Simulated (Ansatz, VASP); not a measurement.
## One calculation of SnSe, two programs

```
Sn Se
1.0
    11.50100    0.00000    0.00000
     0.00000    4.15300    0.00000
     0.00000    0.00000    4.44500
Sn Se
4 4
Cartesian
  1.3539 1.0382 0.4544
  4.3966 3.1147 2.6769
  7.1044 1.0382 1.7681
  10.1471 3.1147 3.9906
  4.1036 1.0382 0.1051
  1.6469 3.1147 2.3276
  9.8541 1.0382 2.1174
  7.3974 3.1147 4.3399
```

Alike in both runs: functional PBE; k mesh 3 × 8 × 8; occupations gaussian, width 0.05 eV; no spin polarisation.

Ansatz relaxed the structure, and its values are those at the end. VASP's run is a single point on that final structure, the one shown.

```csv
,VASP,Ansatz
version,VASP 6.6.1,Ansatz 0.2.0
potentials or method,"VASP PAW PBE potentials, release 64 (Sn_d, Se)","scalar-relativistic, plane waves, PAW"
plane-wave cutoff (eV),500,420
valence electrons in the cell,80,120
```

Ansatz gave:

```
pressure (GPa)                     : 1.9
rms of the force components (eV/Å) : 0.000
```

Problem. Estimate VASP's values.

Solution. Pressure (GPa): 2.0; rms of the force components (eV/Å): 0.009.

VASP's potentials hold 80 valence electrons a cell and Ansatz's 120, so a difference there can come from the potentials and not from the codes. Ansatz's warnings: stress scf threshold loose.
